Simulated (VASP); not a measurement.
# Si2W (I4/mmm) in VASP: further runs, part 2 of 2

VASP 6.6.1.

**3. Electric field gradients, r2SCAN**

File POSCAR:

```
Si2W
1.0
   -1.6060000000      1.6060000000      3.9400000000
    1.6060000000     -1.6060000000      3.9400000000
    1.6060000000      1.6060000000     -3.9400000000
Si W
2 1
Direct
    0.3344497795      0.3344497795      0.0000000000
    0.6655502205      0.6655502205      0.0000000000
    0.0000000000      0.0000000000      0.0000000000
```

File INCAR.step1:

```
ALGO = Normal
EDIFF = 1E-4
ENCUT = 520
GGA = PE
ISMEAR = -1
LASPH = True
LCHARG = False
LREAL = False
LWAVE = True
NBANDS = 18
NELM = 100
PREC = Accurate
SIGMA = 0.05
```

File INCAR.step2:

```
ALGO = Normal
EDIFF = 1E-8
ENCUT = 520
ISIF = 2
ISMEAR = -1
ISTART = 1
LASPH = True
LCHARG = False
LEFG = True
LMIXTAU = True
LREAL = False
LWAVE = False
METAGGA = R2SCAN
NBANDS = 18
NELM = 100
PREC = Accurate
SIGMA = 0.05
```

File KPOINTS:

```
k-points
0
Gamma
  14 14 14
```

Potentials or basis: VASP PAW PBE potentials, release 64 (Si, W_sv).

The run is started by

```sh
cat potpaw_PBE.64/Si/POTCAR potpaw_PBE.64/W_sv/POTCAR > POTCAR
cp INCAR.step1 INCAR
mpirun -np 1 vasp_std > vasp.out
cp INCAR.step2 INCAR
mpirun -np 1 vasp_std > vasp.out
```

OUTCAR:

```text
EDIFF = 1E-8
   ENCUT = 520
   ISIF = 2
   ISMEAR = -1
   ISTART = 1
   LASPH = True
   LREAL = False
   METAGGA = R2SCAN
   NELM = 100
   PREC = Accurate

 ion  position               nearest neighbor table
   1  0.334  0.334  0.000-   2 2.61   3 2.62   3 2.62   3 2.62   3 2.62   2 2.63   2 2.63   2 2.63
                             2 2.63   3 2.64
   2  0.666  0.666  0.000-   1 2.61   3 2.62   3 2.62   3 2.62   3 2.62   1 2.63   1 2.63   1 2.63
                             1 2.63   3 2.64
   3  0.000  0.000  0.000-   2 2.62   2 2.62   2 2.62   1 2.62   2 2.62   1 2.62   1 2.62   1 2.62
                             1 2.64   2 2.64

  LATTYP: Found a body centered tetragonal cell.
 ALAT       =     3.2120000000
 C/A-ratio  =     2.4533001245

  Lattice vectors:

 A1 = (  -1.6060000000,   1.6060000000,   3.9400000000)
 A2 = (   1.6060000000,  -1.6060000000,   3.9400000000)
 A3 = (   1.6060000000,   1.6060000000,  -3.9400000000)

Analysis of symmetry for initial positions (statically):
=====================================================================
 Subroutine PRICEL returns:
 Original cell was already a primitive cell.

 Routine SETGRP: Setting up the symmetry group for a
 body centered tetragonal supercell.

 Subroutine GETGRP returns: Found 16 space group operations
 (whereof 16 operations were pure point group operations)
 out of a pool of 16 trial point group operations.

The static configuration has the point symmetry D_4h.

Analysis of symmetry for dynamics (positions and initial velocities):
=====================================================================
 Subroutine PRICEL returns:
 Original cell was already a primitive cell.

 Routine SETGRP: Setting up the symmetry group for a
 body centered tetragonal supercell.

 Subroutine GETGRP returns: Found 16 space group operations
 (whereof 16 operations were pure point group operations)
 out of a pool of 16 trial point group operations.

The dynamic configuration has the point symmetry D_4h.

 Subroutine INISYM returns: Found 16 space group operations
 (whereof 16 operations are pure point group operations),
 and found     1 'primitive' translations

----------------------------------------------------------------------------------------

                                     Primitive cell

  volume of cell :      40.6488

  direct lattice vectors                    reciprocal lattice vectors
    -1.606000000  1.606000000  3.940000000     0.000000000  0.311332503  0.126903553
     1.606000000 -1.606000000  3.940000000     0.311332503  0.000000000  0.126903553
     1.606000000  1.606000000 -3.940000000     0.311332503  0.311332503  0.000000000

  length of vectors
     4.547754611  4.547754611  4.547754611     0.336202973  0.336202973  0.440290648

  position of ions in fractional coordinates (direct lattice)
     0.334449779  0.334449779  0.000000000
     0.665550221  0.665550221  0.000000000
     0.000000000  0.000000000  0.000000000

  ion indices of the primitive-cell ions
   primitive index   ion index
                 1           1
                 2           2
                 3           3

----------------------------------------------------------------------------------------

[... 85 lines left out ...]
   EFERMI_NEDOS =   21; number of points for ismear=-14 and -15
   IALGO  =     38    algorithm
   IMIX   =      4    mixing-type and parameters
     AMIX     =   0.40;   BMIX     =  1.00
     AMIX_MAG =   1.60;   BMIX_MAG =  1.00
  volume/ion in A,a.u.               =      13.55        91.44
  Fermi-wavevector in a.u.,A,eV,Ry     =   1.334136  2.521151 24.217250  1.779918
  Thomas-Fermi vector in A             =   2.462940
   LORBIT       =      0    0 simple, 1 ext, 2 COOP (PROOUT), +10 PAW based schemes
   METAGGA = R2SCAN    functional components
   LHFCALC =     F    Hartree Fock is set to
   AEXX    =    0.0000 exact exchange contribution
   IVDW    =     0    specifies the selected vdW correction
   LEPSILON=     F    determine dielectric tensor
   LRPA    =     F    only Hartree local field effects (RPA)
 non-spin polarized calculation
  energy-cutoff  :      520.00
  volume of cell :       40.65
 maximum number of plane-waves:      1124
 NGX is ok and might be reduce to    36
   NGX = 17   NGY = 17   NGZ = 17

 number of electron      21.9999999 magnetization

 Free energy of the ion-electron system (eV)
  ---------------------------------------------------
  ext. energy  EPLUGINS =         0.00000000
  ---------------------------------------------------
  free energy    TOTEN  =       -69.80958542 eV

  energy without entropy =      -69.80815381  energy(sigma->0) =      -69.80886962

 E-fermi :  11.8761     XC(G=0): -13.4784

 val. band max:       11.8032856161   @ k =  -0.3571  -0.4286   0.3571
 cond. band min:      11.8863149822   @ k =  -0.4286  -0.4286   0.2857
 fundamental gap:      0.0830293662
 Fermi energy:        11.8761094281

 k-point     1 :       0.0000    0.0000    0.0000
  band No.  band energies     occupation
      1     -63.9151      2.00000
      2     -27.5466      2.00000
      3     -27.5040      2.00000
      4     -27.5040      2.00000
      5      -2.9645      2.00000
      6       4.6351      2.00000
[... 481 lines left out ...]
      5      -0.8355      2.00000
      6       3.7287      2.00000
[... 10 lines left out ...]
     17      19.1137      0.00000
     18      20.5813      0.00000

 [... further k-points ...]

------------------------ aborting loop because EDIFF is reached ----------------------------------------

  FORCE on cell =-STRESS in cart. coord.  units (eV):
  Direction    XX          YY          ZZ          XY          YZ          ZX
  --------------------------------------------------------------------------------------
  -------------------------------------------------------------------------------------
  Total       -0.1950254     -0.1950254     -1.4016001      0.0000000      0.0000000      0.0000000
  in kB       -7.6869566     -7.6869566    -55.2442924      0.0000000      0.0000000      0.0000000
  external PRESSURE =     -23.5394019 kB  Pullay stress =       0.0000000 kB

 VOLUME and BASIS-vectors are now :
 -----------------------------------------------------------------------------
  energy-cutoff  :      520.00
  volume of cell :       40.65
      direct lattice vectors                 reciprocal lattice vectors
    -1.606000000  1.606000000  3.940000000     0.000000000  0.311332503  0.126903553
     1.606000000 -1.606000000  3.940000000     0.311332503  0.000000000  0.126903553
     1.606000000  1.606000000 -3.940000000     0.311332503  0.311332503  0.000000000

 POSITION                                       TOTAL-FORCE (eV/Angst)
 -----------------------------------------------------------------------------------
      0.00000      0.00000      2.63546         0.000000      0.000000      0.094855
      0.00000      0.00000      5.24454        -0.000000     -0.000000     -0.094855
      0.00000      0.00000      0.00000        -0.000000     -0.000000      0.000000
 -----------------------------------------------------------------------------------
    total drift:                               -0.000000     -0.000000      0.000000

  FREE ENERGIE OF THE ION-ELECTRON SYSTEM (eV)
  ---------------------------------------------------
  free  energy   TOTEN  =       -69.8095854234 eV

  energy  without entropy=      -69.8081538078  energy(sigma->0) =      -69.80886962

 Electric field gradients (V/A^2)
---------------------------------------------------------------------
 ion       V_xx      V_yy      V_zz      V_xy      V_xz      V_yz
---------------------------------------------------------------------
   1       4.215     4.215    -8.430    -0.000    -0.000    -0.000
   2       4.215     4.215    -8.430    -0.000    -0.000    -0.000
   3      61.617    61.617  -123.235    -0.000    -0.000    -0.000
---------------------------------------------------------------------

 Electric field gradients after diagonalization (V/A^2)
 (convention: |V_zz| > |V_xx| > |V_yy|)
----------------------------------------------------------------------
 ion       V_xx      V_yy      V_zz     asymmetry (V_yy - V_xx)/ V_zz
----------------------------------------------------------------------
   1       4.215     4.215    -8.430       0.000
   2       4.215     4.215    -8.430       0.000
   3      61.617    61.617  -123.235       0.000
----------------------------------------------------------------------

           NMR quadrupolar parameters

 Cq : quadrupolar parameter    Cq=e*Q*V_zz/h
 eta: asymmetry parameters     (V_yy - V_xx)/ V_zz
 Q  : nuclear electric quadrupole moment in mb (millibarn)
----------------------------------------------------------------------
 ion       Cq(MHz)       eta       Q (mb)
----------------------------------------------------------------------
   1      -0.020       0.000       1.000
   2      -0.020       0.000       1.000
   3      -0.298       0.000       1.000
----------------------------------------------------------------------
```

Run time: 8 min. Hardware: 1 thread of Intel Xeon 6975P-C (Granite Rapids), shared host; peak memory 0.34 GiB.

Results:

| Item | Value |
| --- | --- |
| Free energy | -69.8096 eV |
| Pressure | -2.4 GPa |
| Largest force | 0.095 eV/Å |
| Band gap on the k mesh | zero (bands 11 and 12 overlap by 1.35 eV) |
| Largest electric field gradient by atom | Si -8.4; W -123.2 V/Å² |

Forces in eV/Å, atoms in the order of the input:
```
Si   0.000  0.000  0.095
Si   0.000  0.000 -0.095
W    0.000  0.000  0.000
```

Levels at points of the mesh, in eV from the Fermi level:
| k point | band 7 | band 8 | band 9 | band 10 | band 11 | band 12 | band 13 | band 14 | band 15 | band 16 |
| --- | --- | --- | --- | --- | --- | --- | --- | --- | --- | --- |
| (0.00, 0.00, 0.00) | -4.01 | -3.39 | -3.02 | -3.02 | 0.62 | 2.98 | 3.16 | 3.23 | 3.23 | 4.85 |
| (0.50, 0.00, 0.00) | -6.04 | -5.23 | -2.95 | -2.89 | -0.49 | 2.92 | 2.98 | 4.06 | 4.64 | 5.42 |
| (0.50, 0.50, 0.00) | -6.40 | -5.73 | -5.31 | -3.52 | -2.00 | 2.88 | 3.27 | 3.38 | 4.00 | 4.46 |
| (0.50, 0.50, 0.50) | -3.93 | -2.68 | -0.94 | -0.94 | -0.57 | -0.57 | 0.80 | 4.67 | 5.38 | 6.60 |

Electric field gradients, principal values (V/Å²):
```tsv
atom	least	middle	greatest (by size)
1 Si	4.215	4.215	-8.430
2 Si	4.215	4.215	-8.430
3 W	61.617	61.617	-123.235
```

Caveat: without QUAD_EFG the Cq values of the log hold for a quadrupole moment of 1 mb, not for the nuclei; the PAW data sets were made with another functional, which shifts forces and pressure a little; spin-orbit coupling is left out, which moves the levels of the heavy elements.

The gap in the log of VASP goes by the Fermi energy; the results here count the filled bands.